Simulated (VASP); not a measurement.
# WS2: single point with r2SCAN

The system is WS2.

```
W S
1.0
     3.02540    0.00000    0.00000
    -1.51270    2.62007    0.00000
     0.00000    0.00000   11.92152
W S
2 4
Cartesian
  0.0000 1.7467 2.9804
  1.5127 0.8734 8.9411
  0.0000 1.7467 7.3374
  1.5127 0.8734 1.3767
  0.0000 1.7467 10.5448
  1.5127 0.8734 4.5841
```

This cell differs from its parent crystal: strain -4.6%.

- Program: VASP 6.6.1
- Task: single point
- Functional: r2SCAN
- Potentials or basis: VASP PAW PBE potentials, release 64 (W_sv, S)
- Cutoff: 520 eV
- k mesh: 12 × 12 × 2
- Occupations: gaussian, width 0.01 eV
- Spin: no spin polarisation
- Dipole correction: no
- Further INCAR settings: ALGO = Normal; EDIFF = 1e-07; NBANDS = 35

```
Pressure               : 16.8 GPa
Largest force          : 0.030 eV/Å
Band gap on the k mesh : 0.91 eV (least direct gap 2.15 eV)
```

Forces on the atoms (eV/Å):
```
W    0.000  0.000  0.000
W    0.000  0.000  0.000
S    0.000  0.000  0.030
S    0.000  0.000  0.030
S    0.000  0.000 -0.030
S    0.000  0.000 -0.030
```

Stress tensor (GPa, compression positive):
```
21.23  0.00  0.00
 0.00 21.23  0.00
 0.00  0.00  7.94
```

Levels at points of the mesh, in eV from the valence-band top:
| k point | band 22 | band 23 | band 24 | band 25 | band 26 | band 27 | band 28 | band 29 | band 30 | band 31 |
| --- | --- | --- | --- | --- | --- | --- | --- | --- | --- | --- |
| (0.00, 0.00, 0.00) | -1.83 | -1.82 | -1.82 | -1.49 | 0.00 | 2.78 | 2.78 | 2.94 | 2.94 | 2.97 |
| (0.50, 0.00, 0.00) | -3.16 | -1.85 | -1.76 | -1.67 | -1.37 | 2.94 | 3.25 | 3.31 | 3.59 | 3.62 |
| (0.00, 0.00, 0.50) | -1.86 | -1.86 | -1.86 | -0.40 | -0.40 | 2.87 | 2.87 | 2.87 | 2.87 | 3.03 |
| (0.50, 0.00, 0.50) | -3.36 | -1.74 | -1.74 | -1.57 | -1.57 | 3.27 | 3.27 | 3.31 | 3.31 | 3.99 |

It took 6.7 min on 1 thread of AMD EPYC 9R45 96-Core Processor (Zen 5), on a shared host, peak memory 0.25 GiB.

Caveat: the cell differs from its parent crystal (strain -4.6%); the stress differs along the axes, from 8 to 21 GPa; the PAW data sets were made with another functional, which shifts forces and pressure a little; spin-orbit coupling is left out, which moves the levels of the heavy elements. A k mesh can miss the band edges.
